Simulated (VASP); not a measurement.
Write the native input for VASP 6.6.1 that does the following.

| Quantity | Value |
| --- | --- |
| Task | single point |
| Functional | r2SCAN |
| Dispersion | D3(BJ) |
| Potentials or basis | VASP PAW PBE potentials, release 64 (P) |
| Cutoff | 520 eV |
| k mesh | 20 × 20 × 20 |
| Occupations | gaussian, width 0.05 eV |
| Spin | no spin polarisation |
| Dipole correction | no |
| Further INCAR settings | ALGO = Normal; EDIFF = 1e-06; NBANDS = 8 |

The system is P.

```
P
1.0
    -1.53697    1.53697    1.53697
     1.53697   -1.53697    1.53697
     1.53697    1.53697   -1.53697
P
1
Direct
  0.00000 0.00000 0.00000
```

This isn't the form of P at room conditions, which is orthorhombic.

These files were run (other wordings do the same):

POSCAR

```
P
1.0
   -1.5369704372      1.5369704372      1.5369704372
    1.5369704372     -1.5369704372      1.5369704372
    1.5369704372      1.5369704372     -1.5369704372
P
1
Direct
    0.0000000000      0.0000000000      0.0000000000
```

INCAR.step1

```
  PREC = Accurate
  ENCUT = 520
  ISMEAR = 0
  SIGMA = 0.05
  LREAL = F
  LASPH = T
  NELM = 80
  NBANDS = 8
  GGA = PE
  ALGO = Normal
  EDIFF = 1E-4
  LWAVE = T
  LCHARG = F
```

INCAR.step2

```
  PREC = Accurate
  ENCUT = 520
  EDIFF = 1E-6
  ISMEAR = 0
  SIGMA = 0.05
  LREAL = F
  LASPH = T
  NELM = 80
  ALGO = Normal
  ISIF = 2
  LWAVE = F
  LCHARG = F
  METAGGA = R2SCAN
  LMIXTAU = T
  IVDW = 12
  VDW_S6 = 1.0
  VDW_S8 = 0.78981345
  VDW_A1 = 0.49484001
  VDW_A2 = 5.73083694
  NBANDS = 8
  ISTART = 1
```

KPOINTS

```
Automatic mesh
0
Gamma
  20 20 20
```

Potentials or basis: VASP PAW PBE potentials, release 64 (P).

Command:

```bash
$ cat potpaw_PBE.64/P/POTCAR > POTCAR
$ cp INCAR.step1 INCAR
$ mpirun -np 1 vasp_std > vasp.out
$ cp INCAR.step2 INCAR
$ mpirun -np 1 vasp_std > vasp.out
```

It gave:

| Item | Value |
| --- | --- |
| Pressure | -3.8 GPa |
| Band gap on the k mesh | zero (an odd number of electrons rules out a gap without spin polarisation) |
| Dispersion energy per atom | -0.228 eV |

Caveat: the cell stands under tension; the PAW data sets were made with another functional, which shifts forces and pressure a little.

Run time: 98 s on 1 thread of Intel Xeon 8259CL (shared host), peak memory 0.15 GiB.
